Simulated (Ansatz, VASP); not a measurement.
NaH: VASP beside Ansatz

```
Na H
1.0
     0.00000    2.39019    2.39019
     2.39019    0.00000    2.39019
     2.39019    2.39019    0.00000
Na H
1 1
Direct
  0.00000 0.00000 0.00000
  0.50000 0.50000 0.50000
```

Alike in both runs: task single point; functional HSE06; k mesh 6 × 6 × 6; occupations fermi-dirac, width 0.05 eV; no spin polarisation.

|  | VASP | Ansatz |
| --- | --- | --- |
| version | VASP 6.6.1 | Ansatz 0.2.0 |
| potentials or method | VASP PAW PBE potentials, release 64 (Na_pv, H) | Ansatz PAW |
| plane-wave cutoff (eV) | 520 | 420 |
| valence electrons in the cell | 8 | 10 |

Ansatz gave:

| Property | Result |
| --- | --- |
| gap on the k mesh at the Fermi level (eV) | 4.92 |
| least direct gap on the mesh (eV) | 5.83 |
| pressure (GPa) | 0.4 |

Task: Estimate VASP's values.

Result: gap on the k mesh at the Fermi level (eV): 4.91; least direct gap on the mesh (eV): 5.83; pressure (GPa): 0.4.

VASP's potentials hold 8 valence electrons a cell and Ansatz's 10, so a difference there can come from the potentials and not from the codes.
